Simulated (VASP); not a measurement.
# Pt (P6/mmm) in VASP: further runs, part 2 of 2

VASP 6.6.1.

**3. Single point, PBEsol (13.56 Å³/atom)**

This run uses another cell than the first one, of 13.56 Å³/atom.

INCAR reads:

```
PREC     = Accurate       # precision mode
ENCUT    = 520            # plane-wave cutoff, eV
EDIFF    = 1E-6           # SCF threshold, eV
ISMEAR   = -1             # smearing method
SIGMA    = 0.1            # smearing width, eV
LREAL    = F              # projectors in reciprocal space
LASPH    = T              # aspherical terms in the spheres
NELM     = 60             # most SCF steps
ALGO     = Normal         # electronic algorithm
ISIF     = 2              # what is computed and relaxed
LWAVE    = F              # write WAVECAR
LCHARG   = F              # write CHGCAR
GGA      = PS             # functional
NBANDS   = 22             # bands
```

KPOINTS reads:

```
Automatic mesh
0
Gamma
  9 9 13
```

POSCAR reads:

```
Pt
1.0
    4.2867962064      0.0000000000      0.0000000000
   -2.1433981032      3.7124744156      0.0000000000
    0.0000000000      0.0000000000      2.5555219462
Pt
3
Direct
    1.0000000000      0.0000000000      0.0000000000
    0.3333333333      0.6666666667      0.5000000000
    0.6666666667      0.3333333333      0.5000000000
```

Potentials or basis: VASP PAW PBE potentials, release 64 (Pt).

Started as:

```
> cat potpaw_PBE.64/Pt/POTCAR > POTCAR
> mpirun -np 1 vasp_std > vasp.out
```

Wall time 1.8 min (1 thread of Intel Xeon 8259CL, shared host); peak memory 0.19 GiB.

Results (log left out):

```
Free energy            : -19.7468 eV
Pressure               : 48.4 GPa
Band gap on the k mesh : zero (bands 15 and 16 overlap by 1.66 eV)
```

Stress tensor (GPa, compression positive):
```
47.88  0.00  0.00
 0.00 47.88  0.00
 0.00  0.00 49.46
```

Levels at points of the mesh, in eV from the Fermi level:
```
           k point  band 11  band 12  band 13  band 14  band 15  band 16  band 17  band 18  band 19  band 20
(0.00, 0.00, 0.00)    -2.51    -2.51    -2.38    -2.38     0.49     0.49     5.73     6.78     8.14     8.14
```

Caveat: the cell stands under pressure; the PAW data sets were made with another functional, which shifts forces and pressure a little; spin-orbit coupling is left out, which moves the levels of the heavy elements.

**4. Single point, PBEsol (14.17 Å³/atom)**

This run uses another cell than the first one, of 14.17 Å³/atom.

INCAR reads:

```
SYSTEM = Pt
ALGO = Normal
EDIFF = 1E-7
ENCUT = 520
GGA = PS
ISIF = 2
ISMEAR = -1
LASPH = .True.
LCHARG = .True.
LELF = .True.
LREAL = .False.
LVHAR = .True.
LWAVE = .False.
NBANDS = 22
NELM = 100
PREC = Accurate
SIGMA = 0.1
```

KPOINTS reads:

```
k-points
0
Gamma
  9 9 13
  0 0 0
```

POSCAR reads:

```
Pt
1.0
    4.3507876736      0.0000000000      0.0000000000
   -2.1753938368      3.7678926518      0.0000000000
    0.0000000000      0.0000000000      2.5936696889
Pt
3
Direct
    1.0000000000      0.0000000000      0.0000000000
    0.3333333333      0.6666666667      0.5000000000
    0.6666666667      0.3333333333      0.5000000000
```

Started as:

```
> cat potpaw_PBE.64/Pt/POTCAR > POTCAR
> mpirun -np 1 vasp_std > vasp.out
```

Wall time 2 min (1 thread of Intel Xeon 8259CL, shared host); peak memory 0.19 GiB.

Results (log left out):

| Property | Result |
| --- | --- |
| Free energy | -20.1836 eV |
| Pressure | 27.9 GPa |
| Band gap on the k mesh | zero (bands 15 and 16 overlap by 1.54 eV) |

Stress tensor (GPa, compression positive):
```
27.42  0.00  0.00
 0.00 27.42  0.00
 0.00  0.00 28.87
```

Levels at points of the mesh, in eV from the Fermi level:
```
           k point  band 13  band 14  band 15  band 16  band 17  band 18
(0.00, 0.00, 0.00)    -2.21    -2.21     0.44     0.44     5.48     6.51
```

Caveat: the cell stands under pressure; the PAW data sets were made with another functional, which shifts forces and pressure a little; spin-orbit coupling is left out, which moves the levels of the heavy elements.

**5. Single point, PBEsol (14.79 Å³/atom)**

This run uses another cell than the first one, of 14.79 Å³/atom.

INCAR reads:

```
SYSTEM = Pt
PREC = Accurate
ENCUT = 520
EDIFF = 1E-7
ISMEAR = -1
SIGMA = 0.1
LREAL = .False.
LASPH = .True.
NELM = 80
ALGO = Normal
ISIF = 2
LWAVE = .False.
LCHARG = .True.
GGA = PS
LELF = .True.
LVHAR = .True.
NBANDS = 22
```

KPOINTS reads:

```
Automatic mesh
0
Gamma
  9 9 13
  0 0 0
```

POSCAR reads:

```
Pt
1.0
    4.4129501817      0.0000000000      0.0000000000
   -2.2064750909      3.8217269630      0.0000000000
    0.0000000000      0.0000000000      2.6307271197
Pt
3
Direct
    1.0000000000      0.0000000000      0.0000000000
    0.3333333333      0.6666666667      0.5000000000
    0.6666666667      0.3333333333      0.5000000000
```

Potentials or basis: VASP PAW PBE potentials, release 64 (Pt).

Started as:

```
> cat potpaw_PBE.64/Pt/POTCAR > POTCAR
> mpirun -np 1 vasp_std > vasp.out
```

OUTCAR:

```text
SYSTEM = Pt
   PREC = Accurate
   ENCUT = 520
   EDIFF = 1E-7
   ISMEAR = -1
   LREAL = .False.
   LASPH = .True.
   NELM = 80
   ISIF = 2
   GGA = PS

 ion  position               nearest neighbor table
   1  0.000  0.000  0.000-   2 2.87   3 2.87   2 2.87   3 2.87   3 2.87   3 2.87   2 2.87   2 2.87
                             3 2.87   3 2.87   2 2.87   2 2.87
   2  0.333  0.667  0.500-   3 2.55   3 2.55   3 2.55   1 2.87   1 2.87   1 2.87   1 2.87   1 2.87
                             1 2.87
   3  0.667  0.333  0.500-   2 2.55   2 2.55   2 2.55   1 2.87   1 2.87   1 2.87   1 2.87   1 2.87
                             1 2.87

  LATTYP: Found a hexagonal cell.
 ALAT       =     4.4129501817
 C/A-ratio  =     0.5961379602

  Lattice vectors:

 A1 = (   4.4129501817,   0.0000000000,   0.0000000000)
 A2 = (  -2.2064750909,   3.8217269630,   0.0000000000)
 A3 = (   0.0000000000,   0.0000000000,   2.6307271197)

Analysis of symmetry for initial positions (statically):
=====================================================================
 Subroutine PRICEL returns:
 Original cell was already a primitive cell.

 Routine SETGRP: Setting up the symmetry group for a
 hexagonal supercell.
[... 168 lines left out ...]

 E-fermi :  11.4146     XC(G=0): -13.7296

 val. band max:       11.4140529224   @ k =   0.4444   0.1111   0.0769
 cond. band min:      11.4151701052   @ k =   0.3333   0.2222   0.3077
 fundamental gap:      0.0011171828
 Fermi energy:        11.4145502926

 k-point     1 :       0.0000    0.0000    0.0000
  band No.  band energies     occupation
      1       0.9665      2.00000
      2       4.3843      2.00000
      3       6.1271      2.00000
      4       6.8573      2.00000
      5       6.8573      2.00000
      6       6.8758      2.00000
[... 589 lines left out ...]
     21      22.9271      0.00000
     22      26.8127      0.00000

 [... further k-points ...]

------------------------ aborting loop because EDIFF is reached ----------------------------------------

  FORCE on cell =-STRESS in cart. coord.  units (eV):
  Direction    XX          YY          ZZ          XY          YZ          ZX
  --------------------------------------------------------------------------------------
  -------------------------------------------------------------------------------------
  Total        3.1968554      3.1968554      3.5586013     -0.0000000     -0.0000000     -0.0000000
  in kB      115.4433938    115.4433938    128.5066011     -0.0000000     -0.0000000     -0.0000000
  external PRESSURE =     119.7977962 kB  Pullay stress =       0.0000000 kB

 VOLUME and BASIS-vectors are now :
 -----------------------------------------------------------------------------
  energy-cutoff  :      520.00
  volume of cell :       44.37
      direct lattice vectors                 reciprocal lattice vectors
     4.412950182  0.000000000  0.000000000     0.226605776  0.130830906  0.000000000
    -2.206475091  3.821726963  0.000000000     0.000000000  0.261661811  0.000000000
     0.000000000  0.000000000  2.630727120     0.000000000  0.000000000  0.380123044

 POSITION                                       TOTAL-FORCE (eV/Angst)
 -----------------------------------------------------------------------------------
      0.00000      0.00000      0.00000         0.000000      0.000000     -0.000000
     -0.00000      2.54782      1.31536        -0.000000      0.000000      0.000000
      2.20648      1.27391      1.31536         0.000000     -0.000000     -0.000000
 -----------------------------------------------------------------------------------
    total drift:                                0.000000      0.000000     -0.000000

  FREE ENERGIE OF THE ION-ELECTRON SYSTEM (eV)
  ---------------------------------------------------
  free  energy   TOTEN  =       -20.4114203296 eV

  energy  without entropy=      -20.2509636486  energy(sigma->0) =      -20.33119199
```

stdout:

```text
POSCAR found type information on POSCAR Pt
 POSCAR found :  1 types and       3 ions
 scaLAPACK will be used
 -----------------------------------------------------------------------------
|                                                                             |
|                                                                             |
|     You enforced a specific xc type in the INCAR file but a different       |
|     I HOPE YOU KNOW WHAT YOU ARE DOING!                                     |
|                                                                             |
 -----------------------------------------------------------------------------

 LDA part: xc-table for (Slater+PW92), standard interpolation
 POSCAR, INCAR and KPOINTS ok, starting setup
 FFT: planning ... GRIDC
 FFT: planning ... GRID_SOFT
 FFT: planning ... GRID
 WAVECAR not read
 entering main loop
```

Wall time 2.4 min (1 thread of Intel Xeon 8259CL, shared host); peak memory 0.21 GiB.

What came out:

```yaml
Free_energy: -20.4114 eV
Pressure: 12.0 GPa
Band_gap_on_the_k_mesh: zero (bands 15 and 16 overlap by 1.43 eV)
```

Caveat: the cell stands under pressure; the PAW data sets were made with another functional, which shifts forces and pressure a little; spin-orbit coupling is left out, which moves the levels of the heavy elements.

**6. The runs side by side**

| cell | k mesh | gap on the mesh (eV) | pressure (GPa) |
| --- | --- | --- | --- |
| a = 4.473, b = 4.473, c = 2.667 Å, angles 90.0, 90.0, 120.0°, 3 atoms | 8 × 8 × 12 | none | -0.4 |
| a = 4.287, b = 4.287, c = 2.556 Å, angles 90.0, 90.0, 120.0°, 3 atoms | 9 × 9 × 13 | none | 48.4 |
| a = 4.351, b = 4.351, c = 2.594 Å, angles 90.0, 90.0, 120.0°, 3 atoms | 9 × 9 × 13 | none | 27.9 |
| a = 4.413, b = 4.413, c = 2.631 Å, angles 90.0, 90.0, 120.0°, 3 atoms | 9 × 9 × 13 | none | 12.0 |

Alike in all rows: task single point; level PBEsol; potentials or basis VASP PAW PBE potentials, release 64 (Pt); no spin polarisation; cutoff (eV) 520; smearing fermi-dirac 0.1 eV.

Caveats: the PAW data sets were made with another functional, which shifts forces and pressure a little; spin-orbit coupling is left out, which moves the levels of the heavy elements; the cell stands under pressure (at least some runs).

Total energies depend on the potentials used, so only differences within one code and one set of settings carry meaning.
